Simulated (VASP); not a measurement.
A run of VASP 6.6.1:

File INCAR:

```
SYSTEM = Cu12Si
ALGO = Normal
DIPOL = 0.5 0.5 0.318
EDIFF = 1E-6
ENCUT = 520
GGA = PE
IDIPOL = 3
ISIF = 2
ISMEAR = 0
LASPH = .True.
LCHARG = .True.
LDIPOL = .True.
LELF = .True.
LREAL = .False.
LVACPOTAV = .True.
LVHAR = .True.
LWAVE = .False.
NBANDS = 80
NELM = 80
PREC = Accurate
SIGMA = 0.1
```

KPOINTS

```
k-points
0
Gamma
  5 5 1
  0 0 0
```

The input POSCAR:

```
Cu12Si
1.0
    5.1332392713      0.0000000000      0.0000000000
    0.0000000000      5.1332392713      0.0000000000
    0.0000000000      0.0000000000     19.0289058448
Cu Si
12 1
Direct
    0.2500000000      0.2500000000      0.2102065160
    0.2500000000      0.7500000000      0.2102065160
    0.7500000000      0.2500000000      0.2102065160
    0.7500000000      0.7500000000      0.2102065160
    0.0000000000      0.0000000000      0.3029343270
    0.0000000000      0.5000000000      0.3029343270
    0.5000000000      0.0000000000      0.3029343270
    0.5000000000      0.5000000000      0.3029343270
    0.2500000000      0.2500000000      0.3956562666
    0.2500000000      0.7500000000      0.3956562666
    0.7500000000      0.2500000000      0.3956562666
    0.7500000000      0.7500000000      0.3956562666
    0.3333333333      0.3333333333      0.5022546068
```

Potentials or basis: VASP PAW PBE potentials, release 64 (Cu, Si).

Run with:

```console
$ cat potpaw_PBE.64/Cu/POTCAR potpaw_PBE.64/Si/POTCAR > POTCAR
$ mpirun -np 1 vasp_std > vasp.out
```

Hardware: 1 thread of Intel Xeon 8259CL, on a shared host.

**Question.** How long does it take, and how much memory?

**Answer.** Wall time 18 min on 1 thread of Intel Xeon 8259CL, with other jobs on the host, peak memory 0.67 GiB. Counts: scf iterations 29, k points 9.
